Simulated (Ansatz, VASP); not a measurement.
## Two plane-wave programs on AlBN

The input POSCAR:

```
AlBN
1.0
    2.6456200000      0.0000000000      0.0000000000
    0.0000000000      2.6456200000      0.0000000000
    0.0000000000      0.0000000000      5.4026400000
Al B N
1 1 1
Direct
    0.5000000000      0.5000000000      0.0000000000
    0.5000000000      0.5000000000      0.5000000000
    0.0000000000      0.0000000000      0.0000000000
```

INCAR.step1

```
SYSTEM = AlBN
  ALGO = Normal
  EDIFF = 1E-5
  ENCUT = 520
  GGA = PE
  ISIF = 2
  ISMEAR = -1
  LASPH = .TRUE.
  LREAL = .FALSE.
  LWAVE = .TRUE.
  NBANDS = 12
  NELM = 100
  PREC = Accurate
  SIGMA = 0.05
```

Contents of INCAR.step2:

```
SYSTEM = AlBN
  AEXX = 0.25
  ALGO = Normal
  EDIFF = 1E-7
  ENCUT = 520
  GGA = PE
  HFSCREEN = 0.2
  ISIF = 2
  ISMEAR = -1
  ISTART = 1
  LASPH = .TRUE.
  LCHARG = .TRUE.
  LELF = .TRUE.
  LHFCALC = .TRUE.
  LREAL = .FALSE.
  LVHAR = .TRUE.
  LWAVE = .FALSE.
  NBANDS = 12
  NELM = 100
  PREC = Accurate
  PRECFOCK = Normal
  SIGMA = 0.05
```

Contents of KPOINTS:

```
k-points
0
G
  5 5 3
  0 0 0
```

input

```
crystal:
  lattice:
    - [2.64562, 0.0, 0.0]
    - [0.0, 2.64562, 0.0]
    - [0.0, 0.0, 5.40264]
  atoms:
    - { symbol: Al, position: [0.5, 0.5, 0.0] }
    - { symbol: B, position: [0.5, 0.5, 0.5] }
    - { symbol: "N", position: [0.0, 0.0, 0.0] }
hamiltonian:
  xc: { exchange: pbe, correlation: pbe, exx: { coeff: 0.25, omega: 0.2 } }
  pseudopotentials: { kind: paw }
kpoints:
  mp_grid: { grid: [5, 5, 3] }
scf:
  occupations: { method: fermi_dirac, width: 0.05 }
output:
  forces: true
  stress: true
  eigenvalues: true
```

Alike in both runs: task single point; functional PBE-based screened hybrid; k mesh 5 × 5 × 3; occupations fermi-dirac, width 0.05 eV; no spin polarisation.

```csv
,VASP,Ansatz
version,VASP 6.6.1,Ansatz 0.2.0
potentials or method,"VASP PAW PBE potentials, release 64 (Al, B, N)",Ansatz PAW
plane-wave cutoff (eV),520,420
valence electrons in the cell,11,11
```

|  | VASP | Ansatz | Ansatz less VASP |
| --- | --- | --- | --- |
| gap on the k mesh at the Fermi level (eV) | none | none | - |
| pressure (GPa) | -2.8 | -2.8 | +0.03 |
| traceless stress, the component that is largest in VASP (GPa) | 6.04 | 6.10 | +0.060 |

VASP's potentials were made for PBE, not for PBE-based screened hybrid. A gap of «none» marks a metal or a gap that the smearing closes.

The k mesh is coarse, so the values compare programs but aren't converged.
